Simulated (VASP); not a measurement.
A run of VASP 6.6.1 is set up as follows.

INCAR

```
SYSTEM = BeRu
ALGO = Normal ; EDIFF = 1E-7
ENCUT = 520 ; GGA = CA
GGA_COMPAT = .False. ; ISIF = 2
ISMEAR = -1 ; LASPH = .True.
LCHARG = .False. ; LMAXMIX = 4
LORBIT = 11 ; LORBMOM = .True.
LREAL = .False. ; LSORBIT = .True.
LWAVE = .False. ; MAGMOM = 0 0 0 0 0 0
NBANDS = 28 ; NELM = 150
PREC = Accurate ; SIGMA = 0.05
```

The input KPOINTS:

```
k-points
0
Gamma
  16 16 10
  0 0 0
```

POSCAR

```
BeRu
1.0
    2.2883455500      0.0000000000      0.0000000000
    0.0000000000      2.2883455500      0.0000000000
    0.0000000000      0.0000000000      3.7829166300
Be Ru
1 1
Direct
    0.5000000000      0.5000000000      0.0000000000
    0.5000000000      0.5000000000      0.5000000000
```

Potentials or basis: VASP PAW LDA potentials, release 64 (Be, Ru_pv).

Run with:

```sh
$ cat potpaw_LDA.64/Be/POTCAR potpaw_LDA.64/Ru_pv/POTCAR > POTCAR
$ mpirun -np 1 vasp_ncl > vasp.out
```

Estimate the net moment.

0.00 μB per cell.

Predict the pressure.

82.8 GPa.

Moments on the atoms (μB; x, y, z):
```
Be  0.00 0.00 0.00
Ru  0.00 0.00 0.00
```

Caveat: the cell stands under pressure.
